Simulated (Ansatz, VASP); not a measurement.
# Two plane-wave programs on Si4N

```xyz
10
Lattice="3.8155 0.0000 0.0000 -1.9078 3.3043 0.0000 0.0000 0.0000 28.9875" Properties=species:S:1:pos:R:3 pbc="T T T"
Si    1.9078    1.1014    4.0000
Si    0.0000    2.2029    4.7967
Si    0.0000    2.2029    7.1565
Si    1.9078    1.1014    7.9531
Si    1.9078    1.1014   10.3088
Si    0.0000    2.2029   11.0937
Si    0.0000    2.2029   13.5012
Si    1.9078    1.1014   14.1875
N     1.9078    1.1014   17.8875
N     1.9078    1.1014   18.9875
```

Alike in both runs: task single point; functional PBE; dispersion D3(BJ); k mesh 9 × 9 × 1; occupations gaussian, width 0.05 eV; no spin polarisation.

|  | VASP | Ansatz |
| --- | --- | --- |
| version | VASP 6.6.1 | Ansatz 0.2.0 |
| potentials or method | VASP PAW PBE potentials, release 64 (Si, N), cutoff 520 eV | scalar-relativistic, plane waves, PAW |
| valence electrons in the cell | 42 | 42 |

```csv
,VASP,Ansatz,Ansatz less VASP
gap on the k mesh at the Fermi level (eV),none,none,-
rms of the force components (eV/Å),0.569,0.174,-0.3949
"work function, face that differs most (eV)",4.50,4.50,-0.005
```

Atom by atom the forces differ by 0.465 eV/Å (rms over components). A gap of «none» marks a metal or a gap that the smearing closes. One of these differences is far larger than is usual between the two programs; its cause wasn't traced.

Noted on VASP's run: the standard files for N, O and F lose accuracy on very short bonds.
